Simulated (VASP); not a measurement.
# InSb3: single point with PBEsol

The system is InSb3.

```
CELL_PARAMETERS angstrom
4.72824 0.00000 0.00000
0.00000 4.72824 0.00000
0.00000 0.00000 4.72824
ATOMIC_POSITIONS crystal
In 0.99389 0.99389 0.99389
Sb 0.50000 0.00000 0.50000
Sb 0.00000 0.50000 0.50000
Sb 0.50000 0.50000 0.00000
```

This cell differs from its parent crystal: atom 1 (In) moved -0.050 Å along Cartesian [1 1 1].

| Item | Value |
| --- | --- |
| Program | VASP 6.6.1 |
| Task | single point |
| Functional | PBEsol |
| Potentials or basis | VASP PAW PBE potentials, release 64 (In_d, Sb) |
| Cutoff | 520 eV |
| k mesh | 10 × 10 × 10 |
| Occupations | gaussian, width 0.15 eV |
| Spin | no spin polarisation |
| Dipole correction | no |
| Further INCAR settings | ALGO = Normal; EDIFF = 1e-07; NBANDS = 22 |

```json
{
  "Pressure": "0.0 GPa",
  "Largest force": "0.080 eV/Å",
  "Band gap on the k mesh": "zero (bands 14 and 15 overlap by 4.89 eV)"
}
```

Forces on the atoms (eV/Å):
```
In   0.046  0.046  0.046
Sb  -0.036  0.026 -0.036
Sb   0.026 -0.036 -0.036
Sb  -0.036 -0.036  0.026
```

Levels at points of the mesh, in eV from the Fermi level:
| k point | band 12 | band 13 | band 14 | band 15 | band 16 | band 17 |
| --- | --- | --- | --- | --- | --- | --- |
| (0.00, 0.00, 0.00) | -3.55 | 0.52 | 0.52 | 0.52 | 1.82 | 1.82 |
| (0.50, 0.00, 0.00) | -2.19 | -2.19 | -1.14 | -0.91 | 2.30 | 2.34 |
| (0.50, 0.50, 0.00) | -1.61 | -1.41 | -1.12 | -1.12 | -0.33 | 1.03 |
| (0.50, 0.50, 0.50) | -5.21 | -4.83 | 3.77 | 3.77 | 3.88 | 3.88 |

Wall time 64 s on 1 thread of Intel(R) Xeon(R) 6975P-C (Granite Rapids), with other jobs on the host, peak memory 0.38 GiB.

Caveat: the cell differs from its parent crystal (atom 1 (In) moved -0.050 Å along Cartesian [1 1 1]); the PAW data sets were made with another functional, which shifts forces and pressure a little; spin-orbit coupling is left out, which moves the levels of the heavy elements.
